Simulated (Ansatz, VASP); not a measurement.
# Two plane-wave programs on Al12HO

Contents of INCAR:

```
SYSTEM = Al12HO
PREC     = Accurate       ! precision mode
ENCUT    = 520            ! plane-wave cutoff, eV
EDIFF    = 1E-7           ! SCF threshold, eV
ISMEAR   = 0              ! smearing method
SIGMA    = 0.1            ! smearing width, eV
LREAL    = .FALSE.        ! projectors in reciprocal space
LASPH    = .TRUE.         ! aspherical terms in the spheres
NELM     = 150            ! most SCF steps
ALGO     = Normal         ! electronic algorithm
ISIF     = 2              ! what is computed and relaxed
LWAVE    = .FALSE.        ! write WAVECAR
LCHARG   = .FALSE.        ! write CHGCAR
ISPIN    = 2              ! spin polarisation
MAGMOM   = 0 0 0 0 0 0 0 0 0 0 0 0 1 0 ! initial moments
LORBIT   = 11             ! projections on sites
LDIPOL   = .TRUE.       
IDIPOL   = 3            
DIPOL    = 0.5 0.5 0.288
GGA      = PE             ! functional
NBANDS   = 38             ! bands
```

Contents of KPOINTS:

```
Automatic mesh
0
G
  5 5 1
  0 0 0
```

Contents of POSCAR:

```
Al12HO
1.0
    5.7143028096      0.0000000000      0.0000000000
    0.0000000000      5.7143028096      0.0000000000
    0.0000000000      0.0000000000     22.1750227687
Al O H
12 1 1
Direct
    0.2500000000      0.2500000000      0.1803831293
    0.2500000000      0.7500000000      0.1803831293
    0.7500000000      0.2500000000      0.1803831293
    0.7500000000      0.7500000000      0.1803831293
    0.0000000000      0.0000000000      0.2744094920
    0.0000000000      0.5000000000      0.2744094920
    0.5000000000      0.0000000000      0.2744094920
    0.5000000000      0.5000000000      0.2744094920
    0.2500000000      0.2500000000      0.3686590473
    0.2500000000      0.7500000000      0.3686590473
    0.7500000000      0.2500000000      0.3686590473
    0.7500000000      0.7500000000      0.3686590473
    0.5000000000      0.5000000000      0.3461111562
    0.5320271270      0.5320271270      0.3896703370
```

Input for Ansatz:

```yaml
crystal:
  lattice:
    - [5.7143028096, 0.0, 0.0]
    - [0.0, 5.7143028096, 0.0]
    - [0.0, 0.0, 22.1750227687]
  atoms:
    - { symbol: Al, position: [0.25, 0.25, 0.1803831293] }
    - { symbol: Al, position: [0.25, 0.75, 0.1803831293] }
    - { symbol: Al, position: [0.75, 0.25, 0.1803831293] }
    - { symbol: Al, position: [0.75, 0.75, 0.1803831293] }
    - { symbol: Al, position: [0.0, 0.0, 0.274409492] }
    - { symbol: Al, position: [0.0, 0.5, 0.274409492] }
    - { symbol: Al, position: [0.5, 0.0, 0.274409492] }
    - { symbol: Al, position: [0.5, 0.5, 0.274409492] }
    - { symbol: Al, position: [0.25, 0.25, 0.3686590473] }
    - { symbol: Al, position: [0.25, 0.75, 0.3686590473] }
    - { symbol: Al, position: [0.75, 0.25, 0.3686590473] }
    - { symbol: Al, position: [0.75, 0.75, 0.3686590473] }
    - { symbol: O, position: [0.5, 0.5, 0.3461111562], spin: 1.0 }
    - { symbol: H, position: [0.532027127, 0.532027127, 0.389670337] }
basis:
  ecutwfc: 420
kpoints:
  mp_grid: { grid: [5, 5, 1] }
hamiltonian:
  xc: pbe
scf:
  occupations: { method: gaussian, width: 0.1 }
output:
  forces: true
  eigenvalues: true
  populations: true
magnetization:
  spin_polarized: true
efield:
  axis: 3
  dipole_correction: true
  ramp_width: 0.04
```

Alike in both runs: task single point; functional PBE; k mesh 5 × 5 × 1; occupations gaussian, width 0.1 eV; collinear spin.

```csv
,VASP,Ansatz
version,VASP 6.6.1,Ansatz 0.2.0
potentials or method,"VASP PAW PBE potentials, release 64 (Al, O, H), cutoff 520 eV","scalar-relativistic, plane waves, PAW"
valence electrons in the cell,43,43
```

VASP gave:

- gap on the k mesh at the Fermi level (eV): none
- rms of the force components (eV/Å): 1.600
- net moment per atom (μB): 0.00

Which values does Ansatz return?

gap on the k mesh at the Fermi level (eV): none; rms of the force components (eV/Å): 1.590; net moment per atom (μB): 0.00.

Atom by atom the forces differ by 0.016 eV/Å (rms over components). A gap of «none» marks a metal or a gap that the smearing closes. Ansatz's warnings: seeded moment not kept.
